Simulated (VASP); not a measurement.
# ZnCu (R3m) in VASP: a series of runs, part 2 of 2

VASP 6.6.1.

## Step 4: Single point, PBEsol

The input, INCAR:

```
PREC = Accurate ; ENCUT = 520
EDIFF = 1E-6 ; ISMEAR = 0
SIGMA = 0.15 ; LREAL = False
LASPH = True ; NELM = 80
ALGO = Fast ; ISIF = 2
LWAVE = False ; LCHARG = True
GGA = PS ; LELF = True
LVHAR = True ; NBANDS = 18
```

The input, KPOINTS:

```
regular mesh
0
Gamma
  16 16 16
```

The input, POSCAR:

```
ZnCu
1.0
    2.9450000000      0.0000000000      0.0000000000
    0.0000000000      2.9450000000      0.0000000000
    0.0000000000      0.0000000000      2.9450000000
Zn Cu
1 1
Direct
    0.4926483412      0.4926483412      0.4926483412
    0.0000000000      0.0000000000      0.0000000000
```

Potentials or basis: VASP PAW PBE potentials, release 64 (Zn, Cu).

Started as:

```
cat potpaw_PBE.64/Zn/POTCAR potpaw_PBE.64/Cu/POTCAR > POTCAR
mpirun -np 1 vasp_std > vasp.out
```

OUTCAR:

```text
PREC = Accurate
   ENCUT = 520
   EDIFF = 1E-6
   ISMEAR = 0
   LREAL = False
   LASPH = True
   NELM = 80
   ISIF = 2
   GGA = PS

 ion  position               nearest neighbor table
   1  0.493  0.493  0.493-   2 2.51   2 2.54   2 2.54   2 2.54   2 2.56   2 2.56   2 2.56   2 2.59

   2  0.000  0.000  0.000-   1 2.51   1 2.54   1 2.54   1 2.54   1 2.56   1 2.56   1 2.56   1 2.59

  LATTYP: Found a simple cubic cell.
 ALAT       =     2.9450000000

  Lattice vectors:

 A1 = (   2.9450000000,   0.0000000000,   0.0000000000)
 A2 = (   0.0000000000,   2.9450000000,   0.0000000000)
 A3 = (   0.0000000000,   0.0000000000,   2.9450000000)

Analysis of symmetry for initial positions (statically):
=====================================================================
 Subroutine PRICEL returns:
 Original cell was already a primitive cell.

 Routine SETGRP: Setting up the symmetry group for a
 simple cubic supercell.

 Subroutine GETGRP returns: Found  6 space group operations
 (whereof  6 operations were pure point group operations)
 out of a pool of 48 trial point group operations.

The static configuration has the point symmetry C_3v.

Analysis of symmetry for dynamics (positions and initial velocities):
=====================================================================
 Subroutine PRICEL returns:
 Original cell was already a primitive cell.

 Routine SETGRP: Setting up the symmetry group for a
 simple cubic supercell.

 Subroutine GETGRP returns: Found  6 space group operations
 (whereof  6 operations were pure point group operations)
 out of a pool of 48 trial point group operations.

The dynamic configuration has the point symmetry C_3v.

 Subroutine INISYM returns: Found  6 space group operations
 (whereof  6 operations are pure point group operations),
 and found     1 'primitive' translations

----------------------------------------------------------------------------------------

                                     Primitive cell

  volume of cell :      25.5421

  direct lattice vectors                    reciprocal lattice vectors
     2.945000000  0.000000000  0.000000000     0.339558574  0.000000000  0.000000000
     0.000000000  2.945000000  0.000000000     0.000000000  0.339558574  0.000000000
     0.000000000  0.000000000  2.945000000     0.000000000  0.000000000  0.339558574

  length of vectors
     2.945000000  2.945000000  2.945000000     0.339558574  0.339558574  0.339558574

  position of ions in fractional coordinates (direct lattice)
     0.492648341  0.492648341  0.492648341
     0.000000000  0.000000000  0.000000000

  ion indices of the primitive-cell ions
   primitive index   ion index
                 1           1
                 2           2

----------------------------------------------------------------------------------------

 KPOINTS: regular mesh

Automatic generation of k-mesh.
 Grid dimensions read from file:
 generate k-points for:   16   16   16

 Generating k-lattice:

  Cartesian coordinates                     Fractional coordinates (reciprocal lattice)
     0.021222411  0.000000000  0.000000000     0.062500000  0.000000000  0.000000000
     0.000000000  0.021222411  0.000000000     0.000000000  0.062500000  0.000000000
     0.000000000  0.000000000  0.021222411     0.000000000  0.000000000  0.062500000

  Length of vectors
     0.021222411  0.021222411  0.021222411

  Shift w.r.t. Gamma in fractional coordinates (k-lattice)
     0.000000000  0.000000000  0.000000000

 Subroutine IBZKPT returns following result:
 ===========================================

 Found    417 irreducible k-points:

 Following reciprocal coordinates:
            Coordinates               Weight
  0.000000  0.000000  0.000000      1.000000
  0.062500  0.000000  0.000000      6.000000
  0.125000  0.000000  0.000000      6.000000
  0.187500  0.000000  0.000000      6.000000
  0.250000  0.000000  0.000000      6.000000
  0.312500  0.000000  0.000000      6.000000
[... 16 lines left out ...]
 -0.062500  0.437500  0.000000     12.000000
  0.500000  0.062500  0.000000     12.000000
 [... further k-points ...]
   k-points           NKPTS =    417   k-points in BZ     NKDIM =    417   number of bands    NBANDS=     18
   number of dos      NEDOS =    301   number of ions     NIONS =      2
   total plane-waves  NPLWV =  13824
   dimension x,y,z NGX =    24 NGY =   24 NGZ =   24
   dimension x,y,z NGXF=    48 NGYF=   48 NGZF=   48
   ions per type =               1   1
   NGX,Y,Z   is equivalent  to a cutoff of  13.55, 13.55, 13.55 a.u.
   NGXF,Y,Z  is equivalent  to a cutoff of  27.10, 27.10, 27.10 a.u.
 SYSTEM =  unknown system
   PREC   = accura    normal or accurate (medium, high low for compatibility)
   ISTART =      0    job   : 0-new  1-cont  2-samecut
   ICHARG =      2    charge: 1-file 2-atom 10-const
   ISPIN  =      1    spin polarized calculation?
   LNONCOLLINEAR =      F non collinear calculations
   LSORBIT =      F    spin-orbit coupling
   LASPH  =      T    aspherical Exc in radial PAW
   ENCUT  =  520.0 eV  38.22 Ry    6.18 a.u.   5.48  5.48  5.48*2*pi/ulx,y,z
   NELM   =     80;   NELMIN=  2; NELMDL= -5     # of ELM steps
   EDIFF  = 0.1E-05   stopping-criterion for ELM
   LREAL  =      F    real-space projection
   EDIFFG = 0.1E-04   stopping-criterion for IOM
   NSW    =      0    number of steps for IOM
   IBRION =     -1    ionic relax: 0-MD 1-quasi-New 2-CG
   NFREE  =      0    steps in history (QN), initial steepest desc. (CG)
   ISIF   =      2    stress and relaxation
   ISYM   =      2    0-nonsym 1-usesym 2-fastsym
   POTIM  = 0.5000    time-step for ionic-motion
   TEBEG  =    0.0;   TEEND  =   0.0 temperature during run
   PSTRESS=    0.0 pullay stress
   NELECT =      23.0000    total number of electrons
   NUPDOWN=      -1.0000    fix difference up-down
   EMIN   =  10.00;   EMAX   =-10.00  energy-range for DOS
   EFERMI =   0.00;   METHOD = LEGACY
   ISMEAR =     0;   SIGMA  =   0.15  broadening in eV -4-tet -1-fermi 0-gaus
   EFERMI_NEDOS =   21; number of points for ismear=-14 and -15
   IALGO  =     68    algorithm
   IMIX   =      4    mixing-type and parameters
     AMIX     =   0.40;   BMIX     =  1.00
     AMIX_MAG =   1.60;   BMIX_MAG =  1.00
  volume/ion in A,a.u.               =      12.77        86.18
  Fermi-wavevector in a.u.,A,eV,Ry     =   1.580880  2.987429 34.003415  2.499180
  Thomas-Fermi vector in A             =   2.681040
   LORBIT       =      0    0 simple, 1 ext, 2 COOP (PROOUT), +10 PAW based schemes
   GGA     = PS    functional components
   LHFCALC =     F    Hartree Fock is set to
   AEXX    =    0.0000 exact exchange contribution
   IVDW    =     0    specifies the selected vdW correction
   LEPSILON=     F    determine dielectric tensor
   LRPA    =     F    only Hartree local field effects (RPA)
 non-spin polarized calculation
 RMM-DIIS sequential band-by-band and
 Gauss-broadening in eV      SIGMA  =   0.15
  energy-cutoff  :      520.00
  volume of cell :       25.54
 maximum number of plane-waves:       715
 NGX is ok and might be reduce to    24
   NGX = 11   NGY = 11   NGZ = 11

 number of electron      23.0000008 magnetization

 Free energy of the ion-electron system (eV)
  ---------------------------------------------------
  ext. energy  EPLUGINS =         0.00000000
  ---------------------------------------------------
  free energy    TOTEN  =        -6.08334594 eV

  energy without entropy =       -6.07668791  energy(sigma->0) =       -6.08001692

 E-fermi :   5.3462     XC(G=0): -12.5654

 val. band max:        5.3178642732   @ k =   0.3125   0.1250   0.0625
 cond. band min:       5.3487828073   @ k =   0.4375   0.4375   0.3125
 fundamental gap:      0.0309185341
 Fermi energy:         5.3462185721

 k-point     1 :       0.0000    0.0000    0.0000
  band No.  band energies     occupation
      1      -5.0026      2.00000
      2      -2.4572      2.00000
      3      -2.4572      2.00000
      4      -1.7600      2.00000
      5      -1.7582      2.00000
      6      -1.7582      2.00000
[... 10 lines left out ...]
     17      17.6070      0.00000
     18      28.8047      0.00000
[... 463 lines left out ...]
 k-point    24 :       0.5000    0.0625    0.0000
  band No.  band energies     occupation
      1      -2.4630      2.00000
      2      -2.2190      2.00000
      3      -1.9846      2.00000
      4      -1.9273      2.00000
      5      -1.6891      2.00000
      6      -0.6642      2.00000
[... 10 lines left out ...]
     17      19.2035      0.00000
     18      20.1843      0.00000

 [... further k-points ...]

------------------------ aborting loop because EDIFF is reached ----------------------------------------

  FORCE on cell =-STRESS in cart. coord.  units (eV):
  Direction    XX          YY          ZZ          XY          YZ          ZX
  --------------------------------------------------------------------------------------
  -------------------------------------------------------------------------------------
  Total       -0.5960656     -0.5960656     -0.5960656      0.0086290      0.0086290      0.0086290
  in kB      -37.3894190    -37.3894190    -37.3894190      0.5412736      0.5412736      0.5412736
  external PRESSURE =     -37.3894190 kB  Pullay stress =       0.0000000 kB

 VOLUME and BASIS-vectors are now :
 -----------------------------------------------------------------------------
  energy-cutoff  :      520.00
  volume of cell :       25.54
      direct lattice vectors                 reciprocal lattice vectors
     2.945000000  0.000000000  0.000000000     0.339558574  0.000000000  0.000000000
     0.000000000  2.945000000  0.000000000     0.000000000  0.339558574  0.000000000
     0.000000000  0.000000000  2.945000000     0.000000000  0.000000000  0.339558574

 POSITION                                       TOTAL-FORCE (eV/Angst)
 -----------------------------------------------------------------------------------
      1.45085      1.45085      1.45085         0.097938      0.097938      0.097938
      0.00000      0.00000      0.00000        -0.097938     -0.097938     -0.097938
 -----------------------------------------------------------------------------------
    total drift:                               -0.000370     -0.000370     -0.000400

  FREE ENERGIE OF THE ION-ELECTRON SYSTEM (eV)
  ---------------------------------------------------
  free  energy   TOTEN  =        -6.0833459351 eV

  energy  without entropy=       -6.0766879117  energy(sigma->0) =       -6.08001692
```

OSZICAR:

```text
N       E                     dE             d eps       ncg     rms          rms(c)
DAV:   1     0.115324484890E+03    0.11532E+03   -0.11303E+04 16108   0.212E+03
DAV:   2    -0.250177495482E+01   -0.11783E+03   -0.11292E+03 15058   0.302E+02
DAV:   3    -0.735957900840E+01   -0.48578E+01   -0.48083E+01 16870   0.761E+01
DAV:   4    -0.739933143142E+01   -0.39752E-01   -0.39739E-01 17274   0.638E+00
DAV:   5    -0.739986854821E+01   -0.53712E-03   -0.53710E-03 16864   0.765E-01    0.103E+01
RMM:   6    -0.723619243654E+01    0.16368E+00   -0.10713E+01 17425   0.527E+01    0.727E+00
RMM:   7    -0.609194890627E+01    0.11442E+01   -0.27084E+00 16963   0.254E+01    0.242E+00
RMM:   8    -0.608956216977E+01    0.23867E-02   -0.34429E-02 17565   0.301E+00    0.111E+00
RMM:   9    -0.608444677771E+01    0.51154E-02   -0.15011E-02 17387   0.202E+00    0.306E-01
RMM:  10    -0.608323230447E+01    0.12145E-02   -0.70507E-03 17959   0.105E+00    0.851E-02
RMM:  11    -0.608331569294E+01   -0.83388E-04   -0.12887E-03 19108   0.416E-01    0.242E-02
RMM:  12    -0.608335134810E+01   -0.35655E-04   -0.29610E-04 19128   0.174E-01    0.407E-02
RMM:  13    -0.608349141068E+01   -0.14006E-03   -0.66459E-04 18337   0.402E-01    0.993E-02
RMM:  14    -0.608334214333E+01    0.14927E-03   -0.27819E-04 17836   0.233E-01    0.590E-03
RMM:  15    -0.608334537556E+01   -0.32322E-05   -0.30604E-05 17315   0.474E-02    0.493E-03
RMM:  16    -0.608334593506E+01   -0.55950E-06   -0.59132E-06 15641   0.258E-02
   1 F= -.60833459E+01 E0= -.60800169E+01  d E =-.665802E-02
```

It took 3.1 min on 1 thread of Oxide Virtual Turin-like, shared host; peak memory 0.28 GiB.

What came out:

```yaml
Free_energy: -6.0833 eV
Pressure: -3.7 GPa
Largest_force: 0.170 eV/Å
Band_gap_on_the_k_mesh: zero (an odd number of electrons rules out a gap without spin polarisation)
```

Forces in eV/Å, atoms in the order of the input:
```
Zn   0.098  0.098  0.098
Cu  -0.098 -0.098 -0.098
```

Caveat: the cell differs from its parent crystal (all Zn atoms moved +0.037 Å, as atom 1 towards its neighbour atom 2 (Cu) at 2.550 Å); the cell stands under tension; the PAW data sets were made with another functional, which shifts forces and pressure a little.

## Step 5: The runs side by side

| cell | further INCAR settings | gap on the mesh (eV) | pressure (GPa) | largest force (eV/Å) |
| --- | --- | --- | --- | --- |
| as given, atomic positions A | ALGO = Fast; EDIFF = 1e-06; NBANDS = 18 | none | -3.3 | 0.34 |
| as given, atomic positions B | ALGO = Fast; EDIFF = 1e-07; NBANDS = 18 | none | -3.3 | 0.52 |
| as given, atomic positions C | ALGO = Fast; EDIFF = 1e-06; NBANDS = 18 | none | -3.7 | 0.17 |

Alike in all rows: task single point; level PBEsol; potentials or basis VASP PAW PBE potentials, release 64 (Zn, Cu); no spin polarisation; k mesh 16 × 16 × 16; cutoff (eV) 520; smearing gaussian 0.15 eV.

Caveats: the cell stands under tension; the PAW data sets were made with another functional, which shifts forces and pressure a little.

Total energies depend on the potentials used, so only differences within one code and one set of settings carry meaning.

The gap in the log of VASP goes by the Fermi energy; the results here count the filled bands.